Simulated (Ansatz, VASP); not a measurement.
One calculation of BN, two programs

INCAR

```
  ALGO = Normal
  EDIFF = 1E-6
  ENCUT = 600
  GGA = PE
  GGA_COMPAT = F
  ISIF = 2
  ISMEAR = 0
  LASPH = T
  LCHARG = F
  LREAL = F
  LWAVE = F
  NBANDS = 11
  NELM = 120
  PREC = Accurate
  SIGMA = 0.05
```

Contents of KPOINTS:

```
k-points
0
Gamma
  12 12 12
```

File POSCAR:

```
BN
1.0
    0.0000000000      1.6905584397      1.6905584397
    1.6905584397      0.0000000000      1.6905584397
    1.7848916006      1.7848916006     -0.0943331609
B N
1 1
Direct
    0.0000000000      0.0000000000      0.0000000000
    0.7500000000      0.7500000000      0.7500000000
```

Input for Ansatz:

```yaml
crystal:
  lattice:
    - [0.0, 1.6905584397, 1.6905584397]
    - [1.6905584397, 0.0, 1.6905584397]
    - [1.7848916006, 1.7848916006, -0.0943331609]
  atoms:
    - { symbol: B, position: [0.0, 0.0, 0.0] }
    - { symbol: "N", position: [0.75, 0.75, 0.75] }
basis:
  ecutwfc: 520.0
kpoints:
  mp_grid: { grid: [12, 12, 12] }
hamiltonian:
  xc: pbe
  pseudopotentials: { kind: paw, azcp: { folder: soft_1 } }
scf:
  occupations: { method: gaussian, width: 0.05 }
output:
  forces: true
  stress: true
  eigenvalues: true
```

Alike in both runs: task single point; functional PBE; k mesh 12 × 12 × 12; occupations gaussian, width 0.05 eV; no spin polarisation.

|  | VASP | Ansatz |
| --- | --- | --- |
| version | VASP 6.6.1 | Ansatz 0.2.0 |
| potentials or method | VASP PAW PBE potentials, release 64 (B, N), cutoff 600 eV | scalar-relativistic, plane waves, PAW |
| valence electrons in the cell | 8 | 8 |

Ansatz gave:

- gap on the k mesh at the Fermi level (eV): 4.24
- least direct gap on the mesh (eV): 6.93
- rms of the force components (eV/Å): 0.238

Problem. Estimate VASP's values.

Solution. gap on the k mesh at the Fermi level (eV): 4.23; least direct gap on the mesh (eV): 6.92; rms of the force components (eV/Å): 0.252.

Atom by atom the forces differ by 0.014 eV/Å (rms over components). With one functional, cell and mesh, what is left measures potentials, basis and numerics.
